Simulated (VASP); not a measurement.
Set up this calculation in VASP 6.6.1, as the native input.

```yaml
Task: relaxation of shape and atoms at fixed volume
Functional: PBEsol
Potentials_or_basis: VASP PAW PBE potentials, release 64 (Pt, Se)
Cutoff: 600 eV
k_mesh: 12 × 12 × 8
Occupations: gaussian, width 0.1 eV
Spin: no spin polarisation
Dipole_correction: no
Further_INCAR_settings: ALGO = Normal; EDIFF = 1e-06; IBRION = 2; EDIFFG = -0.01; NSW = 50; ISIF = 4
```

The structure of PtSe2 lies in POSCAR:

```
PtSe2
1.0
    3.7227352045      0.0000000000      0.0000000000
   -1.8613676022      3.2239832586      0.0000000000
    0.0000000000      0.0000000000      4.8141825960
Pt Se
1 2
Direct
    0.0000000000      0.0000000000      0.0000000000
    0.3333333333      0.6666666667      0.2606754575
    0.6666666667      0.3333333333      0.7393245425
```

These files were run (other wordings do the same):

INCAR

```
SYSTEM = PtSe2
PREC = Accurate
ENCUT = 600
EDIFF = 1E-6
ISMEAR = 0
SIGMA = 0.1
LREAL = .FALSE.
LASPH = .TRUE.
NELM = 80
ALGO = Normal
ISIF = 4
LWAVE = .FALSE.
LCHARG = .FALSE.
GGA = PS
IBRION = 2
NSW = 50
EDIFFG = -0.01
```

KPOINTS

```
Automatic mesh
0
G
  12 12 8
  0 0 0
```

Potentials or basis: VASP PAW PBE potentials, release 64 (Pt, Se).

The run is started by

```sh
$ cat potpaw_PBE.64/Pt/POTCAR potpaw_PBE.64/Se/POTCAR > POTCAR
$ mpirun -np 1 vasp_std > vasp.out
```

It gave:

The energy gained by relaxing is 5.1 meV/atom, the ionic steps are 6 and the pressure after relaxing is 1.8 GPa. The band gap on the k mesh is zero (bands 11 and 12 overlap by 0.94 eV).

Caveat: the PAW data sets were made with another functional, which shifts forces and pressure a little; spin-orbit coupling is left out, which moves the levels of the heavy elements.

It took 7.7 min on 1 thread of Intel Xeon 8259CL, with other jobs on the host, peak memory 0.31 GiB.
